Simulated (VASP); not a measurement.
A run of VASP 6.6.1:

INCAR

```
PREC = Accurate
ENCUT = 520
EDIFF = 1E-7
ISMEAR = 0
SIGMA = 0.05
LREAL = F
LASPH = T
NELM = 80
ALGO = Normal
ISIF = 2
LWAVE = F
LCHARG = F
GGA = PE
NBANDS = 11
```

The input KPOINTS:

```
Automatic mesh
0
Gamma
  10 10 10
```

The input POSCAR:

```
BAs
1.0
    0.0000000000      2.3082347151      2.5967640545
    2.3082347151      0.0000000000      2.5967640545
    2.3082347151      2.3082347151      0.0000000000
B As
1 1
Direct
    0.0000000000      0.0000000000      0.0000000000
    0.7500000000      0.7500000000      0.7500000000
```

Potentials or basis: VASP PAW PBE potentials, release 64 (B, As).

The run is started by

```console
$ cat potpaw_PBE.64/B/POTCAR potpaw_PBE.64/As/POTCAR > POTCAR
$ mpirun -np 1 vasp_std > vasp.out
```

Hardware: 1 thread of Intel(R) Xeon(R) Platinum 8488C (Sapphire Rapids) (shared host).

**Question.** How long does it take, and how much memory?

**Answer.** Run time: 18 s on 1 thread of Intel(R) Xeon(R) Platinum 8488C (Sapphire Rapids), on a shared host, peak memory 0.17 GiB. Counts: scf iterations 13, k points 102.
